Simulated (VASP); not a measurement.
Input of a VASP 6.6.1 run:

INCAR

```
SYSTEM = CdF2
ALGO = Normal ; EDIFF = 1E-6
EDIFFG = -0.01 ; ENCUT = 600
GGA = PS ; IBRION = 2
ISIF = 3 ; ISMEAR = -1
IVDW = 13 ; LASPH = .True.
LCHARG = .False. ; LREAL = .False.
LWAVE = .False. ; NELM = 60
NSW = 60 ; PREC = Accurate
SIGMA = 0.05
```

Contents of KPOINTS:

```
k-points
0
Gamma
  9 9 9
  0 0 0
```

The input POSCAR:

```
CdF2
1.0
    0.0000000000      2.6940000000      2.6940000000
    2.6940000000      0.0000000000      2.6940000000
    2.6940000000      2.6940000000      0.0000000000
Cd F
1 2
Direct
    0.0000000000      0.0000000000      0.0000000000
    0.7500000000      0.7500000000      0.7500000000
    0.2500000000      0.2500000000      0.2500000000
```

Potentials or basis: VASP PAW PBE potentials, release 64 (Cd, F).

Command:

```console
$ cat potpaw_PBE.64/Cd/POTCAR potpaw_PBE.64/F/POTCAR > POTCAR
$ mpirun -np 1 vasp_std > vasp.out
```

Problem. Estimate the space group after relaxing (to 0.05 Å).

Solution. Fm-3m (No. 225).

Problem. Estimate the dispersion energy per atom.

Solution. -0.101 eV.

Problem. Estimate the relaxed cell.

Solution. a = 3.801 Å, b = 3.801 Å, c = 3.801 Å, α = 60.00°, β = 60.00°, γ = 60.00°.

Problem. What does it give for the relaxed volume?

Solution. 12.94 Å³/atom.

Final structure:
```
Cd F
1.0
     0.00000    2.68737    2.68737
     2.68737    0.00000    2.68737
     2.68737    2.68737    0.00000
Cd F
1 2
Direct
  0.00000 0.00000 0.00000
  0.75000 0.75000 0.75000
  0.25000 0.25000 0.25000
```

Caveat: the PAW data sets were made with another functional, which shifts forces and pressure a little.
